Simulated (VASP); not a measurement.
A run of VASP 6.6.1 is set up as follows.

The input POSCAR:

```
Al3Cu
1.0
    2.7737808638      0.0000000000      0.0000000000
    0.0000000000      2.7737808638      0.0000000000
    0.0000000000      0.0000000000      7.5918631133
Al Cu
3 1
Direct
    0.0000000000      0.0000000000      0.5000000000
    0.5000000000      0.5000000000      0.2226430006
    0.5000000000      0.5000000000      0.7773569994
    0.0000000000      0.0000000000     -0.0087857222
```

Contents of INCAR.step1:

```
SYSTEM = Al3Cu
PREC = Accurate ; ENCUT = 520
ISMEAR = 0 ; SIGMA = 0.15
LREAL = .FALSE. ; LASPH = .TRUE.
NELM = 80 ; NBANDS = 18
GGA = PE ; ALGO = Normal
EDIFF = 1E-4 ; LWAVE = .TRUE.
LCHARG = .FALSE.
```

INCAR.step2

```
SYSTEM = Al3Cu
PREC = Accurate ; ENCUT = 520
EDIFF = 1E-6 ; ISMEAR = 0
SIGMA = 0.15 ; LREAL = .FALSE.
LASPH = .TRUE. ; NELM = 80
ALGO = Normal ; ISIF = 2
LWAVE = .FALSE. ; LCHARG = .FALSE.
METAGGA = R2SCAN ; LMIXTAU = .TRUE.
NBANDS = 18 ; ISTART = 1
```

Contents of KPOINTS:

```
regular mesh
0
G
  18 18 6
  0 0 0
```

Potentials or basis: VASP PAW PBE potentials, release 64 (Al, Cu).

Launch:

```bash
$ cat potpaw_PBE.64/Al/POTCAR potpaw_PBE.64/Cu/POTCAR > POTCAR
$ cp INCAR.step1 INCAR
$ mpirun -np 1 vasp_std > vasp.out
$ cp INCAR.step2 INCAR
$ mpirun -np 1 vasp_std > vasp.out
```

(1) Estimate the largest force.

(2) Predict the band gap on the k mesh.

(3) Predict the pressure.

Answers

(1) 0.422 eV/Å.

(2) zero (band 10 reaches 12.93 eV, above the bottom of band 11 at 6.55 eV).

(3) -0.1 GPa.

Caveat: the cell differs from its parent crystal (atom 4 (Cu) moved -0.067 Å along Cartesian [0 0 1]); the PAW data sets were made with another functional, which shifts forces and pressure a little.
